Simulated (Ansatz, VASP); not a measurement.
**Two plane-wave programs on SiC**

The input POSCAR:

```
SiC
1.0
    1.5568520225      0.8988489343      5.3739161628
   -1.5568520225      0.8988489343      5.3739161628
    0.0000000000     -1.7976978686      5.3739161628
C Si
2 2
Direct
    0.4491910690      0.4491910690      0.4491910690
    0.5508089310      0.5508089310      0.5508089310
    0.9254740593      0.9254740593      0.9254740593
    0.0745259407      0.0745259407      0.0745259407
```

INCAR.step1

```
ALGO = Normal ; EDIFF = 1E-4
ENCUT = 520 ; GGA = PE
ISMEAR = 0 ; LASPH = T
LCHARG = F ; LREAL = F
LWAVE = T ; NBANDS = 16
NELM = 80 ; PREC = Accurate
SIGMA = 0.01
```

The input INCAR.step2:

```
ALGO = Normal ; EDIFF = 1E-6
ENCUT = 520 ; ISIF = 2
ISMEAR = 0 ; ISTART = 1
LASPH = T ; LCHARG = T
LELF = T ; LMIXTAU = T
LREAL = F ; LVHAR = T
LWAVE = F ; METAGGA = R2SCAN
NBANDS = 16 ; NELM = 80
PREC = Accurate ; SIGMA = 0.01
```

File KPOINTS:

```
k-points
0
Gamma
  8 8 8
```

Input for Ansatz:

```yaml
crystal:
  lattice:
    - [1.5568520225, 0.8988489343, 5.3739161628]
    - [-1.5568520225, 0.8988489343, 5.3739161628]
    - [0.0, -1.7976978686, 5.3739161628]
  atoms:
    - { symbol: C, position: [0.449191069, 0.449191069, 0.449191069] }
    - { symbol: Si, position: [0.9254740593, 0.9254740593, 0.9254740593] }
    - { symbol: Si, position: [0.0745259407, 0.0745259407, 0.0745259407] }
    - { symbol: C, position: [0.550808931, 0.550808931, 0.550808931] }
kpoints:
  mp_grid: { grid: [8, 8, 8] }
hamiltonian:
  xc: r2scan
scf:
  occupations: { method: fixed }
  n_extra_bands: 5
output:
  forces: true
  stress: true
  eigenvalues: true
```

Alike in both runs: task single point; functional r2SCAN; k mesh 8 × 8 × 8; no spin polarisation.

|  | VASP | Ansatz |
| --- | --- | --- |
| version | VASP 6.6.1 | Ansatz 0.2.0 |
| potentials or method | VASP PAW PBE potentials, release 64 (C, Si) | plane waves, PAW |
| plane-wave cutoff (eV) | 520 | 500 |
| occupations | gaussian, width 0.01 eV | fixed |
| valence electrons in the cell | 16 | 16 |

VASP gave:

| Quantity | Value |
| --- | --- |
| gap on the k mesh at the Fermi level (eV) | 0.74 |
| pressure (GPa) | -5.9 |
| rms of the force components (eV/Å) | 0.051 |

Task: Estimate Ansatz's values.

Result: gap on the k mesh at the Fermi level (eV): 0.73; pressure (GPa): -5.8; rms of the force components (eV/Å): 0.054.

VASP's potentials were made for PBE, not for r2SCAN.
